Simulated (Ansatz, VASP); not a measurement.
**TlBr: VASP beside Ansatz**

```
Tl Br
1.0
     3.97000    0.00000    0.00000
     0.00000    3.97000    0.00000
     0.00000    0.00000    3.97000
Tl Br
1 1
Direct
  0.00000 0.00000 0.00000
  0.50000 0.50000 0.50000
```

Alike in both runs: task single point; functional LDA; k mesh 8 × 8 × 8; occupations tetrahedron; non-collinear spin, spin-orbit coupling.

```csv
,VASP,Ansatz
version,VASP 6.6.1,Ansatz 0.2.0
potentials or method,"VASP PAW LDA potentials, release 64 (Tl_d, Br), cutoff 500 eV",all-electron LAPW
```

VASP gave:

* pressure (GPa): -2.7
* net moment per atom (μB): 0.00

Problem. What did Ansatz give for the same quantities?

Solution. Pressure (GPa): -2.8; net moment per atom (μB): 0.00.

LDA's correlation is that of Perdew and Zunger in VASP and of Perdew and Wang (1992) in Ansatz. Ansatz ran all-electron here, and VASP with PAW potentials. Ansatz's warnings: band table not solved further, tetrahedron derivatives may miss energy slope.
